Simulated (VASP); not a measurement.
AlN:

```
CELL_PARAMETERS angstrom
3.06730 0.00000 0.00000
-1.53365 2.65636 0.00000
0.00000 0.00000 5.41830
ATOMIC_POSITIONS crystal
Al 0.33333 0.66667 0.00173
Al 0.66667 0.33333 0.50173
N 0.33333 0.66667 0.38327
N 0.66667 0.33333 0.88327
```

```yaml
Program: VASP 6.6.1
Task: relaxation of the atoms
Functional: PBE
Potentials_or_basis: VASP PAW PBE potentials, release 64 (Al, N)
Cutoff: 520 eV
k_mesh: 9 × 9 × 6
Occupations: gaussian, width 0.05 eV
Spin: no spin polarisation
```

At the start: pressure -4.0 GPa; volume 11.04 Å³/atom.

Where does the relaxation end?

Over 3 steps the energy falls by 7.6 meV/atom; space group P6_3mc (No. 186, to 0.05 Å).

The path:
| step | energy change (eV) | largest force (eV/Å) | pressure (GPa) |
| --- | --- | --- | --- |
| 1 | 0.0000 | 0.4854 | -3.96 |
| 2 | -0.0289 | 0.1175 | -5.27 |
| 3 | -0.0304 | 0.0017 | -5.59 |

Final structure:
```
CELL_PARAMETERS angstrom
3.06730 0.00000 0.00000
-1.53365 2.65636 0.00000
0.00000 0.00000 5.41830
ATOMIC_POSITIONS crystal
Al 0.33333 0.66667 0.00726
Al 0.66667 0.33333 0.50726
N 0.33333 0.66667 0.37774
N 0.66667 0.33333 0.87774
```
